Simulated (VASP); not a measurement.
A run of VASP 6.6.1 is set up as follows.

The input INCAR:

```
SYSTEM = MgAl8Cu4
ALGO     = Normal         ! electronic algorithm
DIPOL    = 0.5 0.5 0.475
EDIFF    = 1E-6           ! SCF threshold, eV
ENCUT    = 520            ! plane-wave cutoff, eV
GGA      = PS             ! functional
IDIPOL   = 3            
ISIF     = 2              ! what is computed and relaxed
ISMEAR   = 0              ! smearing method
LASPH    = .TRUE.         ! aspherical terms in the spheres
LCHARG   = .FALSE.        ! write CHGCAR
LDIPOL   = .TRUE.       
LREAL    = .FALSE.        ! projectors in reciprocal space
LWAVE    = .FALSE.        ! write WAVECAR
NBANDS   = 47             ! bands
NELM     = 80             ! most SCF steps
PREC     = Accurate       ! precision mode
SIGMA    = 0.1            ! smearing width, eV
```

File KPOINTS:

```
k-points
0
G
  7 7 1
  0 0 0
```

The input POSCAR:

```
MgAl8Cu4
1.0
    4.8278486175      0.0000000000      0.0000000000
   -2.4139243087      4.2377626291      0.0000000000
    0.0000000000      0.0000000000     26.1252049314
Al Cu Mg
8 4 1
Direct
    0.4093199579      0.8186399157      0.3253562995
    0.0906800421      0.1813600843      0.3253562995
    0.7500000000      0.5000000000      0.3770427965
    0.2500000000      0.5000000000      0.4358795398
    0.9098399412      0.8196798823      0.4879997505
    0.5899947599      0.1799895198      0.4881986169
    0.2510711128      0.5021422256      0.5391485644
    0.7516922623      0.5033845247      0.5936956944
    0.7500000000      0.0000000000      0.4064611682
    0.2500000000      0.0000000000      0.4064611682
    0.2499416516     -0.0022347458      0.5688842998
    0.7478236025     -0.0022347458      0.5688842998
    1.1393802409      0.2787604817      0.6462690666
```

Potentials or basis: VASP PAW PBE potentials, release 64 (Al, Cu, Mg).

The run is started by

```console
$ cat potpaw_PBE.64/Al/POTCAR potpaw_PBE.64/Cu/POTCAR potpaw_PBE.64/Mg/POTCAR > POTCAR
$ mpirun -np 1 vasp_std > vasp.out
```

Task: Predict the band gap on the k mesh.

Result: Zero (bands 35 and 36 overlap by 0.64 eV).

Task: Estimate the largest force.

Result: 0.190 eV/Å.

Forces on the atoms (eV/Å):
```
Al   0.000  0.037 -0.028
Al   0.000 -0.041 -0.014
Al   0.000  0.011 -0.189
Al   0.000 -0.014 -0.076
Al   0.000 -0.002 -0.010
Al   0.000 -0.001 -0.007
Al   0.000 -0.004 -0.003
Al   0.000  0.001  0.009
Cu   0.017  0.004  0.137
Cu  -0.017  0.004  0.137
Cu   0.001  0.000  0.018
Cu  -0.001  0.000  0.018
Mg   0.000  0.005  0.007
```

Caveat: the PAW data sets were made with another functional, which shifts forces and pressure a little.
